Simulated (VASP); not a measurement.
# Ge (Fd-3m) in VASP: notebook, part 2 of 2

VASP 6.6.1.

### 3 Single point, PBE+D4, collinear spin (volume scaled by 1.02)

The input, INCAR:

```
SYSTEM = Ge
PREC     = Accurate       ! precision mode
ENCUT    = 520            ! plane-wave cutoff, eV
EDIFF    = 1E-6           ! SCF threshold, eV
ISMEAR   = -1             ! smearing method
SIGMA    = 0.1            ! smearing width, eV
LREAL    = .False.        ! projectors in reciprocal space
LASPH    = .True.         ! aspherical terms in the spheres
NELM     = 150            ! most SCF steps
ALGO     = Normal         ! electronic algorithm
ISIF     = 2              ! what is computed and relaxed
LWAVE    = .False.        ! write WAVECAR
LCHARG   = .True.         ! write CHGCAR
ISPIN    = 2              ! spin polarisation
MAGMOM   = 1 0            ! initial moments
LORBIT   = 11             ! projections on sites
NUPDOWN  = 1.0            ! fixed moment
GGA      = PE             ! functional
IVDW     = 13             ! dispersion correction
LELF     = .True.         ! ELF
LVHAR    = .True.       
NBANDS   = 25             ! bands
```

The input, KPOINTS:

```
Automatic mesh
0
Gamma
  8 8 8
  0 0 0
```

The input, POSCAR:

```
Ge
1.0
    0.0000000000      2.8476450493      2.8476450493
    2.8476450493      0.0000000000      2.8476450493
    2.8476450493      2.8476450493      0.0000000000
Ge
2
Direct
    0.7500000000      0.7500000000      0.7500000000
    0.5000000000      0.5000000000      0.5000000000
```

Potentials or basis: VASP PAW PBE potentials, release 64 (Ge_d).

Started as:

```sh
cat potpaw_PBE.64/Ge_d/POTCAR > POTCAR
mpirun -np 1 vasp_std > vasp.out
```

OUTCAR:

```text
SYSTEM = Ge
   PREC = Accurate
   ENCUT = 520
   EDIFF = 1E-6
   ISMEAR = -1
   LREAL = .False.
   LASPH = .True.
   NELM = 150
   ISIF = 2
   ISPIN = 2
   LORBIT = 11
   NUPDOWN = 1.0
   GGA = PE
   IVDW = 13

 ion  position               nearest neighbor table
   1  0.750  0.750  0.750-   2 2.47   2 2.47   2 2.47   2 2.47
   2  0.500  0.500  0.500-   1 2.47   1 2.47   1 2.47   1 2.47

  LATTYP: Found a face centered cubic cell.
 ALAT       =     5.6952900986

  Lattice vectors:

 A1 = (   0.0000000000,   2.8476450493,   2.8476450493)
 A2 = (   2.8476450493,   0.0000000000,   2.8476450493)
 A3 = (   2.8476450493,   2.8476450493,   0.0000000000)

Analysis of symmetry for initial positions (statically):
=====================================================================
 Subroutine PRICEL returns:
 Original cell was already a primitive cell.

 Routine SETGRP: Setting up the symmetry group for a
 face centered cubic supercell.

 Subroutine GETGRP returns: Found 48 space group operations
 (whereof 24 operations were pure point group operations)
 out of a pool of 48 trial point group operations.

The static configuration has the point symmetry T_d .
 The point group associated with its full space group is O_h .

Analysis of symmetry for dynamics (positions and initial velocities):
=====================================================================
 Subroutine PRICEL returns:
 Original cell was already a primitive cell.

 Routine SETGRP: Setting up the symmetry group for a
 face centered cubic supercell.

 Subroutine GETGRP returns: Found 48 space group operations
 (whereof 24 operations were pure point group operations)
 out of a pool of 48 trial point group operations.

The dynamic configuration has the point symmetry T_d .
 The point group associated with its full space group is O_h .

Analysis of structural, dynamic, and magnetic symmetry:
=====================================================================
 Subroutine PRICEL returns:
 Original cell was already a primitive cell.

 Routine SETGRP: Setting up the symmetry group for a
 face centered cubic supercell.

[... 148 lines left out ...]
  free energy    TOTEN  =        -7.91513602 eV

  energy without entropy =       -7.87699566  energy(sigma->0) =       -7.89606584

 E-fermi :   3.1629     XC(G=0):  -9.9062

 val. band max:        6.1201262831   @ k =  -0.1250   0.1250   0.0000
 cond. band min:       3.2235313372   @ k =   0.5000   0.1250   0.0000
 fundamental gap:     -2.8965949460
 Fermi energy:         6.1772946540

 spin component 1

 k-point     1 :       0.0000    0.0000    0.0000
  band No.  band energies     occupation
      1     -20.1538      1.00000
      2     -20.1538      1.00000
      3     -20.1538      1.00000
      4     -20.1153      1.00000
      5     -20.1153      1.00000
      6     -19.9150      1.00000
[... 661 lines left out ...]
     24      20.8340      0.00000
     25      22.0549      0.00000

 [... further k-points ...]

 spin component 2

 k-point     1 :       0.0000    0.0000    0.0000
  band No.  band energies     occupation
      1     -20.0872      1.00000
      2     -20.0872      1.00000
      3     -20.0872      1.00000
      4     -20.0514      1.00000
      5     -20.0514      1.00000
      6     -19.8536      1.00000
[... 661 lines left out ...]
     24      21.3381      0.00000
     25      22.5792      0.00000

 [... further k-points ...]

------------------------ aborting loop because EDIFF is reached ----------------------------------------

  DFT-D4 for vdW energy calculation

  Edisp (eV):   -0.64111

  FORCE on cell =-STRESS in cart. coord.  units (eV):
  Direction    XX          YY          ZZ          XY          YZ          ZX
  --------------------------------------------------------------------------------------
  -------------------------------------------------------------------------------------
  Total       1.24556     1.24556     1.24556     0.00000    -0.00000    -0.00000
  in kB      43.21018    43.21018    43.21018     0.00000    -0.00000    -0.00000
  external pressure =       43.21 kB  Pullay stress =        0.00 kB

 VOLUME and BASIS-vectors are now :
 -----------------------------------------------------------------------------
  energy-cutoff  :      520.00
  volume of cell :       46.18
      direct lattice vectors                 reciprocal lattice vectors
     0.000000000  2.847645049  2.847645049    -0.175583681  0.175583681  0.175583681
     2.847645049  0.000000000  2.847645049     0.175583681 -0.175583681  0.175583681
     2.847645049  2.847645049  0.000000000     0.175583681  0.175583681 -0.175583681

 POSITION                                       TOTAL-FORCE (eV/Angst)
 -----------------------------------------------------------------------------------
      4.27147      4.27147      4.27147         0.000000      0.000000     -0.000000
      2.84765      2.84765      2.84765        -0.000000     -0.000000      0.000000
 -----------------------------------------------------------------------------------
    total drift:                               -0.000000     -0.000000     -0.000000

  FREE ENERGIE OF THE ION-ELECTRON SYSTEM (eV)
  ---------------------------------------------------
  free  energy   TOTEN  =        -8.5562457329 eV

  energy  without entropy=       -8.5181053808  energy(sigma->0) =       -8.53717556

 total charge

# of ion       s       p       d       tot
------------------------------------------
    1        1.184   1.164  10.030  12.378
    2        1.184   1.164  10.030  12.378
--------------------------------------------------
tot          2.368   2.327  20.060  24.756

 magnetization (x)

# of ion       s       p       d       tot
------------------------------------------
    1        0.054   0.199   0.028   0.281
    2        0.054   0.199   0.028   0.281
--------------------------------------------------
tot          0.107   0.398   0.056   0.561
```

Run time: 37 s. Hardware: 1 thread of Intel Xeon 6975P-C (Granite Rapids), shared host; peak memory 0.2 GiB.

Results:

* Free energy: -8.5562 eV
* Pressure: 4.3 GPa
* Net moment: 1.00 μB per cell
* Site moments: Ge +0.28 μB
* Valence electrons inside the program's atomic spheres: Ge 12.38
* Dispersion energy per atom: -0.321 eV

Caveat: the total moment is fixed, so each spin has its own Fermi level.
